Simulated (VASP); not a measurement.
Write the native input for VASP 6.6.1 that does the following.

```
Task                   : single point
Functional             : PBE
Potentials or basis    : VASP PAW PBE potentials, release 64 (Ti_sv, W_sv)
Cutoff                 : 520 eV
k mesh                 : 8 × 4 × 2
Occupations            : gaussian, width 0.2 eV
Spin                   : no spin polarisation
Dipole correction      : no
Further INCAR settings : ALGO = Fast; EDIFF = 1e-06; NBANDS = 77
```

The structure of Ti2W3 lies in POSCAR:

```
Ti2W3
1.0
    1.5843764143     -2.2665277795     -0.0011366762
    4.7622230294      2.2729087694      0.0004526812
    1.5854439163      0.0063874136     11.2380592412
Ti W
4 6
Direct
    0.0500280963      0.0499859920      0.8005188790
    0.5500322694      0.5499986149      0.8005194284
    0.4499802155      0.4499872446      0.1994762716
    0.9499940364      0.9500013410      0.1994866077
    0.1493532900      0.1495792937      0.4014893853
    0.6493675990      0.6495754363      0.4014868113
    0.3506767468      0.3504430259      0.5985122969
    0.8506689775      0.8504424918      0.5985116095
    0.2499863915      0.2499824753      0.0000008694
    0.7499123775      0.7500040846     -0.0000021590
```

These files were run (other wordings do the same):

INCAR

```
PREC = Accurate
ENCUT = 520
EDIFF = 1E-6
ISMEAR = 0
SIGMA = 0.2
LREAL = F
LASPH = T
NELM = 80
ALGO = Fast
ISIF = 2
LWAVE = F
LCHARG = F
GGA = PE
NBANDS = 77
```

KPOINTS

```
Automatic mesh
0
Gamma
  8 4 2
```

Potentials or basis: VASP PAW PBE potentials, release 64 (Ti_sv, W_sv).

Run with:

```sh
$ cat potpaw_PBE.64/Ti_sv/POTCAR potpaw_PBE.64/W_sv/POTCAR > POTCAR
$ mpirun -np 1 vasp_std > vasp.out
```

It gave:

```json
{
 "Pressure": "0.2 GPa",
 "Largest force": "0.034 eV/Å",
 "Band gap on the k mesh": "zero (bands 66 and 67 overlap by 0.76 eV)"
}
```

Caveat: spin-orbit coupling is left out, which moves the levels of the heavy elements.

It took 16 min on 1 thread of Intel(R) Xeon(R) 6975P-C (Granite Rapids), on a shared host, peak memory 0.49 GiB.
